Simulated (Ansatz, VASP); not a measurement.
# Two plane-wave programs on Co

File INCAR:

```
SYSTEM = Co
ALGO     = Normal         ! electronic algorithm
EDIFF    = 1E-7           ! SCF threshold, eV
ENCUT    = 520            ! plane-wave cutoff, eV
GGA      = PS             ! functional
ISIF     = 2              ! what is computed and relaxed
ISMEAR   = -1             ! smearing method
ISPIN    = 2              ! spin polarisation
LASPH    = .TRUE.         ! aspherical terms in the spheres
LCHARG   = .FALSE.        ! write CHGCAR
LMAXMIX  = 4              ! l up to which the mixer works
LORBIT   = 11             ! projections on sites
LREAL    = .FALSE.        ! projectors in reciprocal space
LWAVE    = .FALSE.        ! write WAVECAR
MAGMOM   = 3.5 3.5 3.5 3.5 ! initial moments
NBANDS   = 30             ! bands
NELM     = 150            ! most SCF steps
PREC     = Accurate       ! precision mode
SIGMA    = 0.05           ! smearing width, eV
```

KPOINTS

```
k-points
0
G
  12 12 4
  0 0 0
```

The input POSCAR:

```
Co
1.0
    2.4705617809      0.0000000000      0.0000000000
   -1.2352808905      2.1395692639      0.0000000000
    0.0000000000      0.0000000000      8.0882338000
Co
4
Direct
    0.6666666667      0.3333333333      0.7500000000
    0.0000000000      0.0000000000      0.5000000000
    0.3333333333      0.6666666667      0.2500000000
    0.0000000000      0.0000000000      0.0000000000
```

Contents of input.yaml:

```yaml
crystal:
  lattice:
    - [2.4705617809, 0.0, 0.0]
    - [-1.2352808905, 2.1395692639, 0.0]
    - [0.0, 0.0, 8.0882338]
  atoms:
    - { symbol: Co, position: [0.6666666667, 0.3333333333, 0.75], spin: 3.5 }
    - { symbol: Co, position: [0.0, 0.0, 0.5], spin: 3.5 }
    - { symbol: Co, position: [0.3333333333, 0.6666666667, 0.25], spin: 3.5 }
    - { symbol: Co, position: [0.0, 0.0, 0.0], spin: 3.5 }
hamiltonian:
  xc: pbesol
  pseudopotentials: { kind: paw }
magnetization:
  spin_polarized: true
kpoints:
  mp_grid: { grid: [12, 12, 4] }
scf:
  occupations: { method: fermi_dirac, width: 0.05 }
output:
  forces: true
  stress: true
  eigenvalues: true
  write_density: true
  write_potential: true
  elf: true
  volumetric_format: npy
```

Alike in both runs: task single point; functional PBEsol; k mesh 12 × 12 × 4; occupations fermi-dirac, width 0.05 eV; collinear spin.

|  | VASP | Ansatz |
| --- | --- | --- |
| version | VASP 6.6.1 | Ansatz 0.2.0 |
| potentials or method | VASP PAW PBE potentials, release 64 (Co) | Ansatz PAW |
| plane-wave cutoff (eV) | 520 | 420 |
| valence electrons in the cell | 36 | 68 |

```tsv
	VASP	Ansatz	Ansatz less VASP
gap on the k mesh at the Fermi level (eV)	none	none	-
pressure (GPa)	-6.5	-5.7	+0.81
traceless stress, the component that is largest in VASP (GPa)	-2.59	-2.66	-0.066
net moment per atom (μB)	1.64	1.65	+0.010
size of the moment on the site where the two differ most (μB)	1.66	1.72	+0.063
```

VASP's potentials were made for PBE, not for PBEsol. Site moments also hang on the region over which each program counts them. A gap of «none» marks a metal or a gap that the smearing closes. VASP's potentials hold 36 valence electrons a cell and Ansatz's 68, so a difference there can come from the potentials and not from the codes.
